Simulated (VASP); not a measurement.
# Ru in VASP: single point with PBE

Aim: the single point of Ru with PBE.

Everything below comes from runs of VASP 6.6.1. Logs are shortened: lines on timing, memory, paths and dates and some standing lists are left out, and cuts for length are marked.

### Step 1. The cell of the first run

The cell holds a sheet with vacuum, 2 atoms: a = 2.648 Å, b = 3.768 Å, c = 26.243 Å, α = 90.00°, β = 90.00°, γ = 110.57°.

### Step 2. Single point, PBE

Contents of INCAR:

```
PREC = Accurate
ENCUT = 420
EDIFF = 1E-6
ISMEAR = 0
SIGMA = 0.1
LREAL = False
LASPH = True
NELM = 120
ALGO = Normal
ISIF = 2
LWAVE = False
LCHARG = True
LDIPOL = True
IDIPOL = 3
DIPOL = 0.5 0.5 0.286
GGA = PE
LELF = True
LVHAR = True
LVACPOTAV = True
NBANDS = 23
GGA_COMPAT = False
NELMDL = -8
```

Contents of KPOINTS:

```
regular mesh
0
Gamma
  22 22 1
```

Contents of POSCAR:

```
Ru
1.0
    2.6480981402      0.0000000000      0.0000000000
   -1.3240490701      3.5280524552      0.0000000000
    0.0000000000      0.0000000000     26.2434614601
Ru
2
Direct
    0.6310015749      0.2620031498      0.2626008508
    0.3689984251      0.7379968502      0.3089700917
```

Potentials or basis: VASP PAW PBE potentials, release 64 (Ru_sv).

Launch:

```
$ cat potpaw_PBE.64/Ru_sv/POTCAR > POTCAR
$ mpirun -np 1 vasp_std > vasp.out
```

OUTCAR:

```text
PREC = Accurate
   ENCUT = 420
   EDIFF = 1E-6
   ISMEAR = 0
   LREAL = False
   LASPH = True
   NELM = 120
   ISIF = 2
   GGA = PE
   NELMDL = -8

 ion  position               nearest neighbor table
   1  0.631  0.262  0.263-   2 2.21   2 2.46   2 2.46
   2  0.369  0.738  0.309-   1 2.21   1 2.46   1 2.46

  LATTYP: Found a base centered orthorhombic cell.
 ALAT       =     2.6480981402
 B/A-ratio  =     2.6645934315
 C/A-ratio  =     9.9103054610

  Lattice vectors:

 A1 = (   1.3240490701,  -3.5280524552,   0.0000000000)
 A2 = (   1.3240490701,   3.5280524552,   0.0000000000)
 A3 = (   0.0000000000,   0.0000000000,  26.2434614601)

Analysis of symmetry for initial positions (statically):
=====================================================================
 Subroutine PRICEL returns:
 Original cell was already a primitive cell.

 Routine SETGRP: Setting up the symmetry group for a
 base centered orthorhombic supercell.

 Subroutine GETGRP returns: Found  4 space group operations
 (whereof  2 operations were pure point group operations)
 out of a pool of  8 trial point group operations.

The static configuration has the point symmetry C_1h.
 The point group associated with its full space group is C_2h.

Analysis of symmetry for dynamics (positions and initial velocities):
=====================================================================
 Subroutine PRICEL returns:
 Original cell was already a primitive cell.

 Routine SETGRP: Setting up the symmetry group for a
 base centered orthorhombic supercell.

 Subroutine GETGRP returns: Found  4 space group operations
 (whereof  2 operations were pure point group operations)
 out of a pool of  8 trial point group operations.

The dynamic configuration has the point symmetry C_1h.
 The point group associated with its full space group is C_2h.

 Subroutine INISYM returns: Found  4 space group operations
 (whereof  2 operations are pure point group operations),
 and found     1 'primitive' translations

----------------------------------------------------------------------------------------

                                     Primitive cell

  volume of cell :     245.1829

  direct lattice vectors                    reciprocal lattice vectors
     2.648098140  0.000000000  0.000000000     0.377629509  0.141721249  0.000000000
    -1.324049070  3.528052455  0.000000000     0.000000000  0.283442498  0.000000000
     0.000000000  0.000000000 26.243461460     0.000000000  0.000000000  0.038104729

  length of vectors
     2.648098140  3.768323243 26.243461460     0.403347193  0.283442498  0.038104729

  position of ions in fractional coordinates (direct lattice)
     0.631001575  0.262003150  0.262600851
     0.368998425  0.737996850  0.308970092

  ion indices of the primitive-cell ions
   primitive index   ion index
                 1           1
                 2           2

----------------------------------------------------------------------------------------

 KPOINTS: regular mesh

Automatic generation of k-mesh.
 Grid dimensions read from file:
 generate k-points for:   22   22    1

 Generating k-lattice:

  Cartesian coordinates                     Fractional coordinates (reciprocal lattice)
     0.017164978  0.006441875  0.000000000     0.045454545  0.000000000  0.000000000
     0.000000000  0.012883750  0.000000000     0.000000000  0.045454545  0.000000000
     0.000000000  0.000000000  0.038104729     0.000000000  0.000000000  1.000000000

  Length of vectors
     0.018333963  0.012883750  0.038104729

  Shift w.r.t. Gamma in fractional coordinates (k-lattice)
     0.000000000  0.000000000  0.000000000

 Subroutine IBZKPT returns following result:
 ===========================================

 Found    133 irreducible k-points:

 Following reciprocal coordinates:
            Coordinates               Weight
  0.000000  0.000000  0.000000      1.000000
  0.045455 -0.000000  0.000000      4.000000
  0.090909 -0.000000  0.000000      4.000000
  0.136364  0.000000  0.000000      4.000000
  0.181818 -0.000000  0.000000      4.000000
  0.227273 -0.000000  0.000000      4.000000
[... 16 lines left out ...]
  0.454545  0.045455  0.000000      4.000000
  0.500000  0.045455  0.000000      4.000000
 [... further k-points ...]
   k-points           NKPTS =    133   k-points in BZ     NKDIM =    133   number of bands    NBANDS=     23
   number of dos      NEDOS =    301   number of ions     NIONS =      2
   total plane-waves  NPLWV =  90720
   dimension x,y,z NGX =    18 NGY =   28 NGZ =  180
   dimension x,y,z NGXF=    36 NGYF=   56 NGZF=  360
   ions per type =               2
   NGX,Y,Z   is equivalent  to a cutoff of  11.30, 12.35, 11.40 a.u.
   NGXF,Y,Z  is equivalent  to a cutoff of  22.60, 24.71, 22.81 a.u.
 SYSTEM =  unknown system
   PREC   = accura    normal or accurate (medium, high low for compatibility)
   ISTART =      0    job   : 0-new  1-cont  2-samecut
   ICHARG =      2    charge: 1-file 2-atom 10-const
   ISPIN  =      1    spin polarized calculation?
   LNONCOLLINEAR =      F non collinear calculations
   LSORBIT =      F    spin-orbit coupling
   LASPH  =      T    aspherical Exc in radial PAW
   ENCUT  =  420.0 eV  30.87 Ry    5.56 a.u.   4.43  6.30 43.85*2*pi/ulx,y,z
   NELM   =    120;   NELMIN=  2; NELMDL= -8     # of ELM steps
   EDIFF  = 0.1E-05   stopping-criterion for ELM
   LREAL  =      F    real-space projection
   EDIFFG = 0.1E-04   stopping-criterion for IOM
   NSW    =      0    number of steps for IOM
   IBRION =     -1    ionic relax: 0-MD 1-quasi-New 2-CG
   NFREE  =      0    steps in history (QN), initial steepest desc. (CG)
   ISIF   =      2    stress and relaxation
   ISYM   =      2    0-nonsym 1-usesym 2-fastsym
   POTIM  = 0.5000    time-step for ionic-motion
   TEBEG  =    0.0;   TEEND  =   0.0 temperature during run
   PSTRESS=    0.0 pullay stress
   NELECT =      32.0000    total number of electrons
   NUPDOWN=      -1.0000    fix difference up-down
   EMIN   =  10.00;   EMAX   =-10.00  energy-range for DOS
   EFERMI =   0.00;   METHOD = LEGACY
   ISMEAR =     0;   SIGMA  =   0.10  broadening in eV -4-tet -1-fermi 0-gaus
   EFERMI_NEDOS =   21; number of points for ismear=-14 and -15
   IALGO  =     38    algorithm
   IMIX   =      4    mixing-type and parameters
     AMIX     =   0.40;   BMIX     =  1.00
     AMIX_MAG =   1.60;   BMIX_MAG =  1.00
  volume/ion in A,a.u.               =     122.59       827.29
  Fermi-wavevector in a.u.,A,eV,Ry     =   0.830414  1.569255  9.382410  0.689588
  Thomas-Fermi vector in A             =   1.943127
   LORBIT       =      0    0 simple, 1 ext, 2 COOP (PROOUT), +10 PAW based schemes
   GGA     = PE    functional components
   LHFCALC =     F    Hartree Fock is set to
   AEXX    =    0.0000 exact exchange contribution
   IVDW    =     0    specifies the selected vdW correction
   LEPSILON=     F    determine dielectric tensor
   LRPA    =     F    only Hartree local field effects (RPA)
 non-spin polarized calculation
 Gauss-broadening in eV      SIGMA  =   0.10
  energy-cutoff  :      420.00
  volume of cell :      245.18
 maximum number of plane-waves:      4861
 NGX is ok and might be reduce to    18
   NGX =  9   NGY = 13   NGZ = 87

 dipolmoment           0.000000      0.000000     -0.000045 electrons x Angstroem

 number of electron      31.9999987 magnetization

 dipolmoment           0.000000      0.000000      0.000004 electrons x Angstroem

 Free energy of the ion-electron system (eV)
  ---------------------------------------------------
  ext. energy  EPLUGINS =         0.00000000
  ---------------------------------------------------
  free energy    TOTEN  =       -15.21445301 eV

  energy without entropy =      -15.20057899  energy(sigma->0) =      -15.20751600

 E-fermi :  -2.2246     XC(G=0):  -2.4090

 val. band max:       -2.2333202477   @ k =   0.2727   0.3636   0.0000
 cond. band min:      -2.2243864802   @ k =   0.2727   0.2273   0.0000
 fundamental gap:      0.0089337675
 Fermi energy:        -2.2245876842

 k-point     1 :       0.0000    0.0000    0.0000
  band No.  band energies     occupation
      1     -75.4307      2.00000
      2     -75.0200      2.00000
      3     -46.2852      2.00000
      4     -45.3266      2.00000
      5     -44.9094      2.00000
      6     -44.8209      2.00000
[... 15 lines left out ...]
     22       2.1487      0.00000
     23       2.3226      0.00000

 k-point     2 :       0.0455   -0.0000    0.0000
  band No.  band energies     occupation
      1     -75.4280      2.00000
      2     -75.0199      2.00000
      3     -46.2829      2.00000
      4     -45.3273      2.00000
      5     -44.9247      2.00000
      6     -44.8255      2.00000
[... 15 lines left out ...]
     22       2.2010      0.00000
     23       2.3730      0.00000

 k-point     3 :       0.0909   -0.0000    0.0000
  band No.  band energies     occupation
      1     -75.4201      2.00000
      2     -75.0199      2.00000
      3     -46.2761      2.00000
      4     -45.3303      2.00000
      5     -44.9695      2.00000
      6     -44.8318      2.00000
[... 15 lines left out ...]
     22       2.3571      0.00000
     23       2.5241      0.00000

 k-point     4 :       0.1364    0.0000    0.0000
  band No.  band energies     occupation
      1     -75.4076      2.00000
      2     -75.0199      2.00000
      3     -46.2655      2.00000
      4     -45.3378      2.00000
      5     -45.0356      2.00000
      6     -44.8487      2.00000
[... 15 lines left out ...]
     22       2.6154      0.00000
     23       2.7755      0.00000

 k-point     5 :       0.1818   -0.0000    0.0000
  band No.  band energies     occupation
      1     -75.3911      2.00000
      2     -75.0203      2.00000
      3     -46.2518      2.00000
      4     -45.3543      2.00000
      5     -45.1125      2.00000
      6     -44.8935      2.00000
[... 434 lines left out ...]
 k-point    22 :       0.4091    0.0455    0.0000
  band No.  band energies     occupation
      1     -75.2898      2.00000
      2     -75.0369      2.00000
      3     -46.1751      2.00000
      4     -45.6516      2.00000
      5     -45.4059      2.00000
      6     -45.0309      2.00000
[... 15 lines left out ...]
     22       5.5949      0.00000
     23       6.0705      0.00000

 k-point    23 :       0.4545    0.0455    0.0000
  band No.  band energies     occupation
      1     -75.2825      2.00000
      2     -75.0362      2.00000
      3     -46.1697      2.00000
      4     -45.6815      2.00000
      5     -45.4327      2.00000
      6     -45.0260      2.00000
[... 15 lines left out ...]
     22       5.5750      0.00000
     23       6.0046      0.00000

 k-point    24 :       0.5000    0.0455    0.0000
  band No.  band energies     occupation
      1     -75.2822      2.00000
      2     -75.0337      2.00000
      3     -46.1693      2.00000
      4     -45.6865      2.00000
      5     -45.4433      2.00000
      6     -45.0193      2.00000
[... 15 lines left out ...]
     22       5.3345      0.00000
     23       6.2264      0.00000

 [... further k-points ...]

------------------------ aborting loop because EDIFF is reached ----------------------------------------

  FORCE on cell =-STRESS in cart. coord.  units (eV):
  Direction    XX          YY          ZZ          XY          YZ          ZX
  --------------------------------------------------------------------------------------
  -------------------------------------------------------------------------------------
  Total       -0.2996014     -0.3286118     -0.2906684      0.0000000      0.0048330      0.0000000
  in kB       -1.9577817     -2.1473531     -1.8994074      0.0000000      0.0315815      0.0000000
  external PRESSURE =      -2.0015141 kB  Pullay stress =       0.0000000 kB

 VOLUME and BASIS-vectors are now :
 -----------------------------------------------------------------------------
  energy-cutoff  :      420.00
  volume of cell :      245.18
      direct lattice vectors                 reciprocal lattice vectors
     2.648098140  0.000000000  0.000000000     0.377629509  0.141721249  0.000000000
    -1.324049070  3.528052455  0.000000000     0.000000000  0.283442498  0.000000000
     0.000000000  0.000000000 26.243461460     0.000000000  0.000000000  0.038104729

 POSITION                                       TOTAL-FORCE (eV/Angst)
 -----------------------------------------------------------------------------------
      1.32405      0.92436      6.89156        -0.000000     -0.009587      0.014851
      0.00000      2.60369      8.10844         0.000000      0.009587     -0.014851
 -----------------------------------------------------------------------------------
    total drift:                               -0.000015     -0.000016      0.000089

  FREE ENERGIE OF THE ION-ELECTRON SYSTEM (eV)
  ---------------------------------------------------
  free  energy   TOTEN  =       -15.2144530068 eV

  energy  without entropy=      -15.2005789915  energy(sigma->0) =      -15.20751600

 vacuum level on the upper side and lower side of the slab         2.266         2.266
```

It took 13 min on 1 thread of Intel Xeon Platinum 8259CL at 2.50GHz (Skylake/Cascade Lake), shared host; peak memory 0.58 GiB.

Results:

```
Free energy            : -15.2145 eV
Largest force          : 0.018 eV/Å
Band gap on the k mesh : zero (bands 16 and 17 overlap by 1.07 eV)
```

Forces in eV/Å, atoms in the order of the input:
```
Ru   0.000 -0.010  0.015
Ru   0.000  0.010 -0.015
```
